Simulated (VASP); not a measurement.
# Os (P6_3/mmc) in VASP: notebook, part 2 of 2

VASP 6.6.1. The steps go on from the part before.

### Step 4. Single point, r2SCAN

Input file POSCAR:

```
Os
1.0
    2.7393806551      0.0000000000      0.0000000000
   -1.3696903275      2.3723732379      0.0000000000
    0.0000000000      0.0000000000      4.3138178725
Os
2
Direct
    0.3333333333      0.6666666667      0.2500000000
    0.6666666667      0.3333333333      0.7500000000
```

Input file INCAR.step1:

```
SYSTEM = Os
PREC = Accurate ; ENCUT = 620
ISMEAR = 0 ; SIGMA = 1.0
LREAL = .FALSE. ; LASPH = .TRUE.
NELM = 120 ; NBANDS = 23
GGA = PE ; ALGO = Normal
EDIFF = 1E-5 ; LWAVE = .TRUE.
LCHARG = .FALSE. ; GGA_COMPAT = .FALSE.
```

Input file INCAR.step2:

```
SYSTEM = Os
PREC = Accurate ; ENCUT = 620
EDIFF = 1E-6 ; ISMEAR = 0
SIGMA = 1.0 ; LREAL = .FALSE.
LASPH = .TRUE. ; NELM = 120
ALGO = Normal ; ISIF = 2
LWAVE = .FALSE. ; LCHARG = .FALSE.
METAGGA = R2SCAN ; LMIXTAU = .TRUE.
NBANDS = 23 ; ISTART = 1
GGA_COMPAT = .FALSE.
```

Input file KPOINTS:

```
regular mesh
0
G
  13 13 7
  0 0 0
```

Potentials or basis: VASP PAW PBE potentials, release 64 (Os_sv_GW).

Started as:

```bash
$ cat potpaw_PBE.64/Os_sv_GW/POTCAR > POTCAR
$ cp INCAR.step1 INCAR
$ mpirun -np 1 vasp_std > vasp.out
$ cp INCAR.step2 INCAR
$ mpirun -np 1 vasp_std > vasp.out
```

OUTCAR:

```text
SYSTEM = Os
   PREC = Accurate
   ENCUT = 620
   EDIFF = 1E-6
   ISMEAR = 0
   LREAL = .FALSE.
   LASPH = .TRUE.
   NELM = 120
   ISIF = 2
   METAGGA = R2SCAN
   ISTART = 1

 ion  position               nearest neighbor table
   1  0.333  0.667  0.250-   2 2.67   2 2.67   2 2.67   2 2.67   2 2.67   2 2.67
   2  0.667  0.333  0.750-   1 2.67   1 2.67   1 2.67   1 2.67   1 2.67   1 2.67

  LATTYP: Found a hexagonal cell.
 ALAT       =     2.7393806551
 C/A-ratio  =     1.5747420368

  Lattice vectors:

[... 814 lines left out ...]
------------------------ aborting loop because EDIFF is reached ----------------------------------------

  FORCE on cell =-STRESS in cart. coord.  units (eV):
  Direction    XX          YY          ZZ          XY          YZ          ZX
  --------------------------------------------------------------------------------------
  -------------------------------------------------------------------------------------
  Total        0.1743115      0.1743115      0.6642871      0.0000000      0.0000000     -0.0000000
  in kB        9.9618349      9.9618349     37.9637598      0.0000000      0.0000000     -0.0000000
  external PRESSURE =      19.2958099 kB  Pullay stress =       0.0000000 kB

 VOLUME and BASIS-vectors are now :
 -----------------------------------------------------------------------------
  energy-cutoff  :      620.00
  volume of cell :       28.03
      direct lattice vectors                 reciprocal lattice vectors
     2.739380655  0.000000000  0.000000000     0.365046018  0.210759417  0.000000000
    -1.369690328  2.372373238  0.000000000     0.000000000  0.421518834  0.000000000
     0.000000000  0.000000000  4.313817872     0.000000000  0.000000000  0.231813217

 POSITION                                       TOTAL-FORCE (eV/Angst)
 -----------------------------------------------------------------------------------
     -0.00000      1.58158      1.07845         0.000000      0.000000      0.000000
      1.36969      0.79079      3.23536        -0.000000     -0.000000      0.000000
 -----------------------------------------------------------------------------------
    total drift:                                0.000000     -0.000000      0.000000

  FREE ENERGIE OF THE ION-ELECTRON SYSTEM (eV)
  ---------------------------------------------------
  free  energy   TOTEN  =      -108.4863029287 eV

  energy  without entropy=     -107.8502906554  energy(sigma->0) =     -108.16829679
```

OUTCAR.step1:

```text
SYSTEM = Os
   PREC = Accurate
   ENCUT = 620
   ISMEAR = 0
   LREAL = .FALSE.
   LASPH = .TRUE.
[... 849 lines left out ...]
     -0.00000      1.58158      1.07845         0.000000      0.000000      0.000000
      1.36969      0.79079      3.23536        -0.000000     -0.000000      0.000000
 -----------------------------------------------------------------------------------
    total drift:                                0.000000     -0.000000      0.000000

  FREE ENERGIE OF THE ION-ELECTRON SYSTEM (eV)
  ---------------------------------------------------
  free  energy   TOTEN  =       -25.0386166285 eV

  energy  without entropy=      -24.3678021391  energy(sigma->0) =      -24.70320938
```

Wall time 2.3 min (1 thread of Intel Xeon Platinum 8488C (Sapphire Rapids), shared host); peak memory 0.21 GiB.

Results:

| Quantity | Value |
| --- | --- |
| Free energy | -108.4863 eV |
| Pressure | 1.9 GPa |
| Band gap on the k mesh | zero (bands 16 and 17 overlap by 3.99 eV) |

Caveat: so wide a smearing shifts energies and pressures; the PAW data sets were made with another functional, which shifts forces and pressure a little; spin-orbit coupling is left out, which moves the levels of the heavy elements.

### Step 5. Single point, r2SCAN

POSCAR is that of step 4.

Input file INCAR.step1:

```
PREC = Accurate
ENCUT = 620
ISMEAR = 0
SIGMA = 0.6
LREAL = F
LASPH = T
NELM = 120
NBANDS = 23
GGA = PE
ALGO = Normal
EDIFF = 1E-5
LWAVE = T
LCHARG = F
GGA_COMPAT = F
```

Input file INCAR.step2:

```
PREC = Accurate
ENCUT = 620
EDIFF = 1E-6
ISMEAR = 0
SIGMA = 0.6
LREAL = F
LASPH = T
NELM = 120
ALGO = Normal
ISIF = 2
LWAVE = F
LCHARG = F
METAGGA = R2SCAN
LMIXTAU = T
NBANDS = 23
ISTART = 1
GGA_COMPAT = F
```

Input file KPOINTS:

```
Automatic mesh
0
Gamma
  13 13 7
```

Started as:

```bash
$ cat potpaw_PBE.64/Os_sv_GW/POTCAR > POTCAR
$ cp INCAR.step1 INCAR
$ mpirun -np 1 vasp_std > vasp.out
$ cp INCAR.step2 INCAR
$ mpirun -np 1 vasp_std > vasp.out
```

It took 84 s on 1 thread of Intel Xeon 6975P-C (Granite Rapids), shared host; peak memory 0.21 GiB.

It converged, with:

```
Free energy            : -108.2898 eV
Pressure               : 0.1 GPa
Band gap on the k mesh : zero (bands 16 and 17 overlap by 3.99 eV)
```

Stress tensor (GPa, compression positive):
```
-0.35  0.00  0.00
 0.00 -0.35  0.00
 0.00  0.00  0.85
```

Levels at points of the mesh, in eV from the Fermi level:
| k point | band 12 | band 13 | band 14 | band 15 | band 16 | band 17 | band 18 | band 19 | band 20 | band 21 |
| --- | --- | --- | --- | --- | --- | --- | --- | --- | --- | --- |
| (0.00, 0.00, 0.00) | -3.19 | -2.88 | -2.32 | -2.32 | -1.70 | -1.70 | -0.03 | 1.72 | 1.72 | 9.51 |

Caveat: so wide a smearing shifts energies and pressures; the PAW data sets were made with another functional, which shifts forces and pressure a little; spin-orbit coupling is left out, which moves the levels of the heavy elements.

### Step 6. Single point, r2SCAN

POSCAR is that of step 5.

Edit INCAR.step1 of step 5 so:

```diff
@@ -2,4 +2,4 @@
 ENCUT = 620
-ISMEAR = 0
-SIGMA = 0.6
+ISMEAR = 1
+SIGMA = 0.03
 LREAL = F
```

Edit INCAR.step2 of step 5 so:

```diff
@@ -3,4 +3,4 @@
 EDIFF = 1E-6
-ISMEAR = 0
-SIGMA = 0.6
+ISMEAR = 1
+SIGMA = 0.03
 LREAL = F
```

KPOINTS is that of step 5.

Potentials or basis: VASP PAW PBE potentials, release 64 (Os_sv_GW).

Started as:

```bash
$ cat potpaw_PBE.64/Os_sv_GW/POTCAR > POTCAR
$ cp INCAR.step1 INCAR
$ mpirun -np 1 vasp_std > vasp.out
$ cp INCAR.step2 INCAR
$ mpirun -np 1 vasp_std > vasp.out
```

Wall time 3.3 min (1 thread of Intel Xeon Platinum 8259CL at 2.50GHz (Skylake/Cascade Lake), shared host); peak memory 0.21 GiB.

Results (log left out):

* Free energy: -108.1858 eV
* Pressure: -1.0 GPa
* Band gap on the k mesh: zero (bands 16 and 17 overlap by 3.99 eV)

Stress tensor (GPa, compression positive):
```
-0.83  0.00  0.00
 0.00 -0.83  0.00
 0.00  0.00 -1.35
```

Levels at points of the mesh, in eV from the Fermi level:
```csv
k point,band 13,band 14,band 15,band 16,band 17,band 18,band 19,band 20
"(0.00, 0.00, 0.00)",-2.89,-2.33,-2.33,-1.70,-1.70,-0.03,1.71,1.71
```

Caveat: the PAW data sets were made with another functional, which shifts forces and pressure a little; spin-orbit coupling is left out, which moves the levels of the heavy elements.

### Step 7. Overview

| smearing | gap on the mesh (eV) | pressure (GPa) |
| --- | --- | --- |
| gaussian 0.03 eV | none | -1.0 |
| fermi-dirac 0.1 eV | none | -0.8 |
| gaussian 1 eV | none | 1.9 |
| gaussian 0.6 eV | none | 0.1 |
| methfessel-paxton 0.03 eV | none | -1.0 |

Alike in all rows: task single point; level r2SCAN; potentials or basis VASP PAW PBE potentials, release 64 (Os_sv_GW); no spin polarisation; cell as given; k mesh 13 × 13 × 7; cutoff (eV) 620.

Caveats: the PAW data sets were made with another functional, which shifts forces and pressure a little; spin-orbit coupling is left out, which moves the levels of the heavy elements; so wide a smearing shifts energies and pressures (at least some runs).

Absolute energies hang on the potentials; compare differences alone.
